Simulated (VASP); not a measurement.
# In2TeO2 (P4/mmm) in VASP: a series of runs

Runs on In2TeO2. Level: PBE. Tasks: relaxation of cell and atoms, single point.

Everything below comes from runs of VASP 6.6.1. Logs are shortened: lines on timing, memory, paths and dates and some standing lists are left out, and cuts for length are marked.

## Step 1: The cell of the first run

The structure is tetragonal, space group P4/mmm (No. 123). The conventional cell has a = 4.840 Å, b = 4.840 Å, c = 4.849 Å, α = 90.00°, β = 90.00°, γ = 90.00°. In (site symmetry 4/mmm) has 2 In at 2.42 Å within 3.2 Å. Within 3.2 Å of In (site symmetry 4/mmm) lie 2 In at 2.42 Å. Within 2.3 Å of Te (site symmetry 4/mmm) lie 2 O at 1.70 Å. O (site symmetry 4mm) has 1 O at 1.45 Å and 1 Te at 1.70 Å within 1.9 Å.

The cell was built from a structure type or drawn by symmetry, and may not be a known phase.

## Step 2: Relaxation of cell and atoms, PBE

Contents of INCAR:

```
SYSTEM = In2TeO2
  PREC = Accurate
  ENCUT = 600
  EDIFF = 1E-6
  ISMEAR = 0
  SIGMA = 0.1
  LREAL = .FALSE.
  LASPH = .TRUE.
  NELM = 60
  ALGO = Normal
  ISIF = 3
  LWAVE = .FALSE.
  LCHARG = .FALSE.
  GGA = PE
  IBRION = 2
  NSW = 90
  EDIFFG = -0.04
```

Contents of KPOINTS:

```
regular mesh
0
G
  4 4 4
  0 0 0
```

Contents of POSCAR:

```
In2TeO2
1.0
    4.8402189100      0.0000000000      0.0000000000
    0.0000000000      4.8402189100      0.0000000000
    0.0000000000      0.0000000000      4.8488768400
In Te O
2 1 2
Direct
    0.0000000000      0.0000000000      0.5000000000
    0.0000000000      0.0000000000      0.0000000000
    0.5000000000      0.5000000000      0.5000000000
    0.5000000000      0.5000000000      0.8508078800
    0.5000000000      0.5000000000      0.1491921200
```

Potentials or basis: VASP PAW PBE potentials, release 64 (In_d, Te, O).

The run is started by

```
cat potpaw_PBE.64/In_d/POTCAR potpaw_PBE.64/Te/POTCAR potpaw_PBE.64/O/POTCAR > POTCAR
mpirun -np 1 vasp_std > vasp.out
```

OUTCAR:

```text
SYSTEM = In2TeO2
   PREC = Accurate
   ENCUT = 600
   EDIFF = 1E-6
   ISMEAR = 0
   LREAL = .FALSE.
   LASPH = .TRUE.
   NELM = 60
   ISIF = 3
   GGA = PE
   IBRION = 2
   NSW = 90
   EDIFFG = -0.04

 ion  position               nearest neighbor table
   1  0.000  0.000  0.500-   2 2.42   2 2.42   3 3.42   3 3.42   3 3.42   3 3.42
   2  0.000  0.000  0.000-   1 2.42   1 2.42
   3  0.500  0.500  0.500-   4 1.70   5 1.70   1 3.42   1 3.42   1 3.42   1 3.42
   4  0.500  0.500  0.851-   5 1.45   3 1.70
   5  0.500  0.500  0.149-   4 1.45   3 1.70

  LATTYP: Found a simple tetragonal cell.
 ALAT       =     4.8402189100
 C/A-ratio  =     1.0017887476

  Lattice vectors:

 A1 = (   4.8402189100,   0.0000000000,   0.0000000000)
 A2 = (   0.0000000000,   4.8402189100,   0.0000000000)
 A3 = (   0.0000000000,   0.0000000000,   4.8488768400)

Analysis of symmetry for initial positions (statically):
=====================================================================
 Subroutine PRICEL returns:
 Original cell was already a primitive cell.

 Routine SETGRP: Setting up the symmetry group for a
 simple tetragonal supercell.

 Subroutine GETGRP returns: Found 16 space group operations
 (whereof 16 operations were pure point group operations)
 out of a pool of 16 trial point group operations.

The static configuration has the point symmetry D_4h.

Analysis of symmetry for dynamics (positions and initial velocities):
=====================================================================
 Subroutine PRICEL returns:
 Original cell was already a primitive cell.

 Routine SETGRP: Setting up the symmetry group for a
 simple tetragonal supercell.

 Subroutine GETGRP returns: Found 16 space group operations
 (whereof 16 operations were pure point group operations)
 out of a pool of 16 trial point group operations.

The dynamic configuration has the point symmetry D_4h.

 Subroutine INISYM returns: Found 16 space group operations
 (whereof 16 operations are pure point group operations),
 and found     1 'primitive' translations

----------------------------------------------------------------------------------------

                                     Primitive cell

  volume of cell :     113.5981

  direct lattice vectors                    reciprocal lattice vectors
     4.840218910  0.000000000  0.000000000     0.206602226  0.000000000  0.000000000
     0.000000000  4.840218910  0.000000000     0.000000000  0.206602226  0.000000000
     0.000000000  0.000000000  4.848876840     0.000000000  0.000000000  0.206233326

  length of vectors
     4.840218910  4.840218910  4.848876840     0.206602226  0.206602226  0.206233326

  position of ions in fractional coordinates (direct lattice)
     0.000000000  0.000000000  0.500000000
     0.000000000  0.000000000  0.000000000
     0.500000000  0.500000000  0.500000000
     0.500000000  0.500000000  0.850807880
     0.500000000  0.500000000  0.149192120

  ion indices of the primitive-cell ions
   primitive index   ion index
                 1           1
                 2           2
                 3           3
                 4           4
                 5           5

----------------------------------------------------------------------------------------

 KPOINTS: regular mesh

Automatic generation of k-mesh.
 Grid dimensions read from file:
 generate k-points for:    4    4    4

 Generating k-lattice:

  Cartesian coordinates                     Fractional coordinates (reciprocal lattice)
     0.051650556  0.000000000  0.000000000     0.250000000  0.000000000  0.000000000
     0.000000000  0.051650556  0.000000000     0.000000000  0.250000000  0.000000000
     0.000000000  0.000000000  0.051558332     0.000000000  0.000000000  0.250000000

  Length of vectors
     0.051650556  0.051650556  0.051558332

  Shift w.r.t. Gamma in fractional coordinates (k-lattice)
     0.000000000  0.000000000  0.000000000

 Subroutine IBZKPT returns following result:
 ===========================================

 Found     18 irreducible k-points:

 Following reciprocal coordinates:
            Coordinates               Weight
  0.000000  0.000000  0.000000      1.000000
  0.250000  0.000000  0.000000      4.000000
  0.500000  0.000000  0.000000      2.000000
  0.250000  0.250000  0.000000      4.000000
  0.500000  0.250000  0.000000      4.000000
  0.500000  0.500000  0.000000      1.000000
[... 10 lines left out ...]
  0.500000  0.250000  0.500000      4.000000
  0.500000  0.500000  0.500000      1.000000
   k-points           NKPTS =     18   k-points in BZ     NKDIM =     18   number of bands    NBANDS=     26
   number of dos      NEDOS =    301   number of ions     NIONS =      5
   total plane-waves  NPLWV =  64000
   dimension x,y,z NGX =    40 NGY =   40 NGZ =   40
   dimension x,y,z NGXF=    80 NGYF=   80 NGZF=   80
   ions per type =               2   1   2
   NGX,Y,Z   is equivalent  to a cutoff of  13.74, 13.74, 13.71 a.u.
   NGXF,Y,Z  is equivalent  to a cutoff of  27.48, 27.48, 27.43 a.u.
 SYSTEM =  In2TeO2
   PREC   = accura    normal or accurate (medium, high low for compatibility)
   ISTART =      0    job   : 0-new  1-cont  2-samecut
   ICHARG =      2    charge: 1-file 2-atom 10-const
   ISPIN  =      1    spin polarized calculation?
   LNONCOLLINEAR =      F non collinear calculations
   LSORBIT =      F    spin-orbit coupling
   LASPH  =      T    aspherical Exc in radial PAW
   ENCUT  =  600.0 eV  44.10 Ry    6.64 a.u.   9.67  9.67  9.68*2*pi/ulx,y,z
   NELM   =     60;   NELMIN=  2; NELMDL= -5     # of ELM steps
   EDIFF  = 0.1E-05   stopping-criterion for ELM
   LREAL  =      F    real-space projection
   EDIFFG = -.4E-01   stopping-criterion for IOM
   NSW    =     90    number of steps for IOM
   IBRION =      2    ionic relax: 0-MD 1-quasi-New 2-CG
   NFREE  =      1    steps in history (QN), initial steepest desc. (CG)
   ISIF   =      3    stress and relaxation
   ISYM   =      2    0-nonsym 1-usesym 2-fastsym
   POTIM  = 0.5000    time-step for ionic-motion
   TEBEG  =    0.0;   TEEND  =   0.0 temperature during run
   PSTRESS=    0.0 pullay stress
   NELECT =      44.0000    total number of electrons
   NUPDOWN=      -1.0000    fix difference up-down
   EMIN   =  10.00;   EMAX   =-10.00  energy-range for DOS
   EFERMI =   0.00;   METHOD = LEGACY
   ISMEAR =     0;   SIGMA  =   0.10  broadening in eV -4-tet -1-fermi 0-gaus
   EFERMI_NEDOS =   21; number of points for ismear=-14 and -15
   IALGO  =     38    algorithm
   IMIX   =      4    mixing-type and parameters
     AMIX     =   0.40;   BMIX     =  1.00
     AMIX_MAG =   1.60;   BMIX_MAG =  1.00
  volume/ion in A,a.u.               =      22.72       153.32
  Fermi-wavevector in a.u.,A,eV,Ry     =   1.193352  2.255109 19.375916  1.424090
  Thomas-Fermi vector in A             =   2.329369
   LORBIT       =      0    0 simple, 1 ext, 2 COOP (PROOUT), +10 PAW based schemes
   GGA     = PE    functional components
   LHFCALC =     F    Hartree Fock is set to
   AEXX    =    0.0000 exact exchange contribution
   IVDW    =     0    specifies the selected vdW correction
   LEPSILON=     F    determine dielectric tensor
   LRPA    =     F    only Hartree local field effects (RPA)
 conjugate gradient relaxation of ions
 non-spin polarized calculation
 Gauss-broadening in eV      SIGMA  =   0.10
  energy-cutoff  :      600.00
  volume of cell :      113.60
 maximum number of plane-waves:      3840
 NGX is ok and might be reduce to    40
   NGX = 19   NGY = 19   NGZ = 19

--------------------------------------- Ionic step        1  -------------------------------------------

 number of electron      43.9999976 magnetization

 Free energy of the ion-electron system (eV)
  ---------------------------------------------------
  ext. energy  EPLUGINS =         0.00000000
  ---------------------------------------------------
  free energy    TOTEN  =       -11.51329110 eV

  energy without entropy =      -11.48749209  energy(sigma->0) =      -11.50039159

------------------------ aborting loop because EDIFF is reached ----------------------------------------

  FORCE on cell =-STRESS in cart. coord.  units (eV):
  Direction    XX          YY          ZZ          XY          YZ          ZX
  --------------------------------------------------------------------------------------
  -------------------------------------------------------------------------------------
  Total       -1.0662277     -1.0662277     67.2945378      0.0000000      0.0000000      0.0000000
  in kB      -15.0379762    -15.0379762    949.1158707      0.0000000      0.0000000      0.0000000
  external PRESSURE =     306.3466395 kB  Pullay stress =       0.0000000 kB
[... 98 lines left out ...]
  FREE ENERGIE OF THE ION-ELECTRON SYSTEM (eV)
  ---------------------------------------------------
  free  energy   TOTEN  =       -15.7169051457 eV

  energy  without entropy=      -15.6556070655  energy(sigma->0) =      -15.68625611

 E-fermi :   6.4605     XC(G=0): -10.2240

 val. band max:        6.4119035526   @ k =   0.0000   0.0000   0.5000
 cond. band min:       6.4790965275   @ k =   0.2500   0.0000   0.5000
 fundamental gap:      0.0671929749
 Fermi energy:         6.4604788604

 k-point     1 :       0.0000    0.0000    0.0000
  band No.  band energies     occupation
      1     -14.3903      2.00000
      2      -8.9319      2.00000
      3      -8.6159      2.00000
      4      -8.6008      2.00000
      5      -8.4071      2.00000
      6      -8.4071      2.00000
[... 511 lines left out ...]
     25      10.9378      0.00000
     26      11.1970      0.00000

 E-fermi :   4.2779     XC(G=0):  -9.1919

 val. band max:        4.2507966792   @ k =   0.5000   0.0000   0.0000
 cond. band min:       4.2869048110   @ k =   0.0000   0.0000   0.2500
 fundamental gap:      0.0361081317
 Fermi energy:         4.2778633114

 k-point     1 :       0.0000    0.0000    0.0000
  band No.  band energies     occupation
      1     -17.4746      2.00000
      2     -10.5190      2.00000
      3     -10.3547      2.00000
      4     -10.3512      2.00000
      5     -10.2998      2.00000
      6     -10.2998      2.00000
[... 511 lines left out ...]
     25       8.0931      0.00000
     26       8.0931      0.00000

[... ionic steps 4 to 27 ...]

--------------------------------------- Ionic step       28  -------------------------------------------

 number of electron      43.9999995 magnetization

------------------------ aborting loop because EDIFF is reached ----------------------------------------

  FORCE on cell =-STRESS in cart. coord.  units (eV):
  Direction    XX          YY          ZZ          XY          YZ          ZX
  --------------------------------------------------------------------------------------
  -------------------------------------------------------------------------------------
  Total        0.1274173      0.1274173     -0.0444111      0.0000000      0.0000000      0.0000000
  in kB        1.7084845      1.7084845     -0.5954899      0.0000000      0.0000000      0.0000000
  external PRESSURE =       0.9404931 kB  Pullay stress =       0.0000000 kB
[... 63 lines left out ...]
  energy  without entropy=      -17.7870856008  energy(sigma->0) =      -17.80096890

--------------------------------------- Ionic step       30  -------------------------------------------

 number of electron      43.9999992 magnetization

 Free energy of the ion-electron system (eV)
  ---------------------------------------------------
  ext. energy  EPLUGINS =         0.00000000
  ---------------------------------------------------
  free energy    TOTEN  =       -17.81485098 eV

  energy without entropy =      -17.78706599  energy(sigma->0) =      -17.80095848

 E-fermi :   4.1852     XC(G=0):  -9.1261

 val. band max:        4.1589313150   @ k =   0.5000   0.0000   0.0000
 cond. band min:       4.1941294918   @ k =   0.0000   0.0000   0.2500
 fundamental gap:      0.0351981768
 Fermi energy:         4.1852357714

 k-point     1 :       0.0000    0.0000    0.0000
  band No.  band energies     occupation
      1     -17.6779      2.00000
      2     -10.6189      2.00000
      3     -10.4616      2.00000
      4     -10.4575      2.00000
      5     -10.4154      2.00000
      6     -10.4154      2.00000
[... 543 lines left out ...]
  FREE ENERGIE OF THE ION-ELECTRON SYSTEM (eV)
  ---------------------------------------------------
  free  energy   TOTEN  =       -17.8148509791 eV

  energy  without entropy=      -17.7870659862  energy(sigma->0) =      -17.80095848

 reached required accuracy - stopping structural energy minimisation
```

It took 41 min on 1 thread of Intel Xeon 8259CL, shared host; peak memory 0.3 GiB.

What came out:

```
Free energy                           : -17.8149 eV
Relaxed volume                        : 23.98 Å³/atom
Relaxed cell                          : a = 4.077 Å, b = 4.077 Å, c = 7.215 Å, α = 90.00°, β = 90.00°, γ = 90.00°
Space group after relaxing (to 0.1 Å) : P4/mmm (No. 123)
Energy gained by relaxing             : 1260.3 meV/atom
Ionic steps                           : 30
Pressure after relaxing               : 0.0 GPa
Largest force after relaxing          : 0.038 eV/Å
Band gap on the k mesh                : zero (bands 22 and 23 overlap by 0.60 eV)
```

Forces in eV/Å, atoms in the order of the input:
```
In   0.000  0.000  0.000
In   0.000  0.000  0.000
Te   0.000  0.000  0.000
O    0.000  0.000  0.038
O    0.000  0.000 -0.038
```

Step by step:
| step | energy change (eV) | largest force (eV/Å) | pressure (GPa) | volume (Å³) |
| --- | --- | --- | --- | --- |
| 1 | 0.0000 | 7.5087 | 30.63 | 113.60 |
| 2 | -3.2258 | 7.8987 | -5.23 | 183.52 |
| 3 | -4.2036 | 6.6611 | -3.93 | 172.85 |
| 4 | -4.5332 | 5.6755 | -3.10 | 167.29 |
| 5 | -4.7672 | 4.6645 | -2.01 | 160.14 |
| 6 | -4.8099 | 4.5091 | -1.65 | 157.82 |
| 7 | -4.4116 | 2.7102 | -8.99 | 155.61 |
| 8 | -5.1443 | 0.8937 | -5.01 | 157.23 |
| 9 | -5.1469 | 0.6710 | -4.84 | 157.28 |
| 10 | -5.6587 | 0.6635 | -4.13 | 140.25 |
| 11 | -5.4930 | 0.4213 | 11.41 | 95.77 |
| 12 | -6.0386 | 0.5797 | -2.41 | 124.65 |
| 13 | -6.1378 | 0.4428 | 2.02 | 109.22 |
| 14 | -6.1579 | 0.5262 | -0.30 | 115.18 |
| 15 | -6.1622 | 0.5154 | 0.17 | 113.71 |
| 16 | -6.1624 | 0.5111 | 0.44 | 112.92 |
| 17 | -6.2101 | 0.3532 | 1.35 | 113.16 |
| 18 | -6.1386 | 3.0152 | 4.35 | 113.77 |
| 19 | -6.2345 | 0.2946 | 2.19 | 113.35 |
| 20 | -6.2372 | 0.6212 | 2.57 | 113.43 |
| 21 | -6.2476 | 0.6350 | 2.49 | 113.88 |
| 22 | -6.2670 | 0.7932 | 2.27 | 115.24 |
| 23 | -6.2358 | 1.5380 | 1.79 | 117.92 |
| 24 | -6.2677 | 0.9524 | 2.19 | 115.78 |
| 25 | -6.2836 | 0.4918 | 1.64 | 116.49 |
| 26 | -6.2937 | 0.2639 | 0.69 | 117.75 |
| 27 | -6.2966 | 0.2199 | 0.54 | 118.19 |
| 28 | -6.3013 | 0.0817 | 0.09 | 119.49 |
| 29 | -6.3016 | 0.0425 | -0.03 | 119.86 |
| 30 | -6.3016 | 0.0379 | -0.05 | 119.91 |

Final structure:
```cif
data_structure
_symmetry_space_group_name_H-M 'P 1'
_symmetry_Int_Tables_number 1
_cell_length_a 4.0765
_cell_length_b 4.0765
_cell_length_c 7.2155
_cell_angle_alpha 90.000
_cell_angle_beta 90.000
_cell_angle_gamma 90.000
_cell_volume 119.91
loop_
_atom_site_label
_atom_site_type_symbol
_atom_site_fract_x
_atom_site_fract_y
_atom_site_fract_z
_atom_site_occupancy
In1 In 0.00000 0.00000 0.50000 1
In2 In 0.00000 0.00000 0.00000 1
Te1 Te 0.50000 0.50000 0.50000 1
O1 O 0.50000 0.50000 0.90249 1
O2 O 0.50000 0.50000 0.09751 1
```

Levels at points of the mesh, in eV from the Fermi level:
| k point | band 20 | band 21 | band 22 | band 23 | band 24 | band 25 |
| --- | --- | --- | --- | --- | --- | --- |
| (0.00, 0.00, 0.00) | -2.04 | -1.54 | -0.04 | -0.04 | 2.07 | 4.38 |
| (0.50, 0.00, 0.00) | -1.12 | -0.38 | -0.03 | 1.19 | 1.86 | 2.91 |
| (0.50, 0.50, 0.00) | -1.92 | -0.65 | -0.37 | -0.37 | 0.94 | 4.16 |
| (0.00, 0.00, 0.50) | -2.13 | -1.25 | 0.06 | 0.06 | 2.60 | 4.43 |
| (0.50, 0.00, 0.50) | -0.57 | -0.37 | 0.23 | 2.16 | 2.35 | 2.39 |
| (0.50, 0.50, 0.50) | -2.65 | -0.21 | -0.21 | 0.11 | 3.39 | 3.71 |

Caveat: a cell axis changed by over 15 % at a fixed basis, so the end point is rough; spin-orbit coupling is left out, which moves the levels of the heavy elements.

[end of part 1 of 2]
